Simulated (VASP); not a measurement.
Set up this calculation in VASP 6.6.1, as the native input.

```
Task                   : single point
Functional             : BLYP
Potentials or basis    : VASP PAW PBE potentials, release 64 (C)
Cutoff                 : 520 eV
k mesh                 : 13 × 13 × 8
Occupations            : fermi-dirac, width 0.05 eV
Spin                   : no spin polarisation
Dipole correction      : no
Further INCAR settings : ALGO = Normal; EDIFF = 1e-06; NBANDS = 11
```

The structure of C lies in POSCAR:

```
C
1.0
    2.1273203072     -1.2282824400      0.0000000000
    2.1273203072      1.2282824400      0.0000000000
   -1.3790696309      0.0000000000      3.5028300786
C
2
Direct
    0.1666444700      0.1666444700      0.9999069600
    0.8333555300      0.8333555300      0.0000930400
```

The input as run:

INCAR

```
SYSTEM = C
  PREC = Accurate
  ENCUT = 520
  EDIFF = 1E-6
  ISMEAR = -1
  SIGMA = 0.05
  LREAL = .False.
  LASPH = .True.
  NELM = 100
  ALGO = Normal
  ISIF = 2
  LWAVE = .False.
  LCHARG = .True.
  GGA = B5
  ALDAX = 1.0
  AGGAX = 1.0
  AGGAC = 1.0
  ALDAC = 0.0
  LELF = .True.
  LVHAR = .True.
  NBANDS = 11
```

KPOINTS

```
regular mesh
0
Gamma
  13 13 8
  0 0 0
```

Potentials or basis: VASP PAW PBE potentials, release 64 (C).

Command:

```bash
$ cat potpaw_PBE.64/C/POTCAR > POTCAR
$ mpirun -np 1 vasp_std > vasp.out
```

It gave:

```yaml
Pressure: 6.7 GPa
Band_gap_on_the_k_mesh: 0.92 eV, indirect (least direct gap 0.93 eV)
```

Caveat: the PAW data sets were made with another functional, which shifts forces and pressure a little; this functional lacks dispersion, which binds the layers, so the pressure and a relaxed spacing across them are unreliable.

Wall time 66 s on 1 thread of Intel(R) Xeon(R) Platinum 8259CL CPU @ 2.50GHz (Skylake/Cascade Lake), on a shared host, peak memory 0.17 GiB.
